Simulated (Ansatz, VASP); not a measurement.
One calculation of MoS2, two programs

```xyz
6
Lattice="3.1493 0.0000 0.0000 -1.5746 2.7274 0.0000 0.0000 0.0000 12.0891" Properties=species:S:1:pos:R:3 pbc="T T T"
Mo    0.0000    1.8182    3.0223
Mo    1.5746    0.9091    9.0668
S     0.0000    1.8182    7.5010
S     1.5746    0.9091    1.4564
S     0.0000    1.8182   10.6326
S     1.5746    0.9091    4.5881
```

Alike in both runs: functional PBE; dispersion D3(BJ); k mesh 15 × 15 × 4; occupations gaussian, width 0.02 eV; no spin polarisation.

Ansatz relaxed the structure, and its values are those at the end. VASP's run is a single point on that final structure, the one shown.

```csv
,VASP,Ansatz
version,VASP 6.6.1,Ansatz 0.2.0
potentials or method,"VASP PAW PBE potentials, release 64 (Mo_sv, S), cutoff 520 eV","scalar-relativistic, plane waves, PAW"
valence electrons in the cell,52,52
```

```tsv
	VASP	Ansatz	Ansatz less VASP
gap on the k mesh at the Fermi level (eV)	0.83	0.81	-0.016
least direct gap on the mesh (eV)	1.70	1.70	-0.004
pressure (GPa)	-0.1	0.0	+0.13
rms of the force components (eV/Å)	0.006	0.000	-0.0063
```
